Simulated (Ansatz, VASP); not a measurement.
**Sb: VASP beside Ansatz**

```
Sb
1.0
     3.35453    0.00000    0.00000
    -1.67727    2.90511    0.00000
     0.00000    0.00000    5.47016
Sb
2
Direct
  0.66667 0.33333 0.75000
  0.33333 0.66667 0.25000
```

Alike in both runs: task single point; functional PBE0; k mesh 4 × 4 × 2; occupations fermi-dirac, width 0.05 eV; non-collinear spin, spin-orbit coupling.

|  | VASP | Ansatz |
| --- | --- | --- |
| version | VASP 6.6.1 | Ansatz 0.2.0 |
| potentials or method | VASP PAW PBE potentials, release 64 (Sb) | Ansatz PAW |
| plane-wave cutoff (eV) | 520 | 420 |
| valence electrons in the cell | 10 | 30 |

|  | VASP | Ansatz | Ansatz less VASP |
| --- | --- | --- | --- |
| pressure (GPa) | -1.8 | -0.5 | +1.34 |
| traceless stress, the component that is largest in VASP (GPa) | -3.78 | -3.96 | -0.185 |
| net moment per atom (μB) | 0.08 | 0.00 | -0.081 |

VASP's potentials hold 10 valence electrons a cell and Ansatz's 30, so a difference there can come from the potentials and not from the codes.

The k mesh is coarse, so the values compare programs but aren't converged.
